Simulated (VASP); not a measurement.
Input of a VASP 6.6.1 run:

Contents of INCAR:

```
  PREC = Accurate
  ENCUT = 520
  EDIFF = 1E-6
  ISMEAR = 0
  SIGMA = 0.01
  LREAL = F
  LASPH = T
  NELM = 60
  ALGO = Normal
  ISIF = 2
  LWAVE = F
  LCHARG = T
  GGA = PE
  LELF = T
  LVHAR = T
  NBANDS = 15
```

File KPOINTS:

```
Automatic mesh
0
Gamma
  4 4 4
```

POSCAR

```
BaS
1.0
    0.0000000000      3.2119099263      3.2119099263
    3.2119099263      0.0000000000      3.2119099263
    3.2119099263      3.2119099263      0.0000000000
Ba S
1 1
Direct
    0.0000000000      0.0000000000      0.0000000000
    0.5000000000      0.5000000000      0.5000000000
```

Potentials or basis: VASP PAW PBE potentials, release 64 (Ba_sv, S).

The run is started by

```sh
$ cat potpaw_PBE.64/Ba_sv/POTCAR potpaw_PBE.64/S/POTCAR > POTCAR
$ mpirun -np 1 vasp_std > vasp.out
```

Task: Predict the band gap on the k mesh.

Result: 2.13 eV, indirect (least direct gap 2.28 eV).

Task: Estimate the pressure.

Result: 0.7 GPa.

Caveat: the k points lie up to 0.42 Å⁻¹ apart; spin-orbit coupling is left out, which moves the levels of the heavy elements. A k mesh can miss the band edges.
